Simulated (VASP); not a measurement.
Wanted: the native input for a VASP 6.6.1 run.

- Task: single point
- Functional: PBEsol
- Potentials or basis: VASP PAW PBE potentials, release 64 (Ag)
- Cutoff: 520 eV
- k mesh: 17 × 17 × 5
- Occupations: fermi-dirac, width 0.1 eV
- Spin: no spin polarisation
- Dipole correction: no
- Further INCAR settings: ALGO = Normal; EDIFF = 1e-06; NBANDS = 30

The structure of Ag lies in POSCAR:

```
Ag
1.0
    2.7762344786      0.0000000000      0.0000000000
   -1.3881172393      2.4042895854      0.0000000000
    0.0000000000      0.0000000000      9.1804444755
Ag
4
Direct
    0.3333333333      0.6666666667      0.2500000000
    0.6666666667      0.3333333333      0.7500000000
    0.0000000000      1.0000000000      1.0000000000
    0.0000000000      1.0000000000      0.5000000000
```

This cell differs from its parent crystal: volume scaled by 0.92.

One way to write it, as run:

INCAR

```
ALGO = Normal
EDIFF = 1E-6
ENCUT = 520
GGA = PS
ISIF = 2
ISMEAR = -1
LASPH = True
LCHARG = False
LREAL = False
LWAVE = False
NBANDS = 30
NELM = 100
PREC = Accurate
SIGMA = 0.1
```

KPOINTS

```
k-points
0
Gamma
  17 17 5
```

Potentials or basis: VASP PAW PBE potentials, release 64 (Ag).

Launch:

```console
$ cat potpaw_PBE.64/Ag/POTCAR > POTCAR
$ mpirun -np 1 vasp_std > vasp.out
```

Results of the run:

```
Pressure               : 12.3 GPa
Band gap on the k mesh : zero (band 22 reaches 13.06 eV, above the bottom of band 23 at 6.63 eV)
```

Caveat: the PAW data sets were made with another functional, which shifts forces and pressure a little.

Run time: 70 s on 1 thread of Intel(R) Xeon(R) 6975P-C (Granite Rapids), on a shared host, peak memory 0.27 GiB.
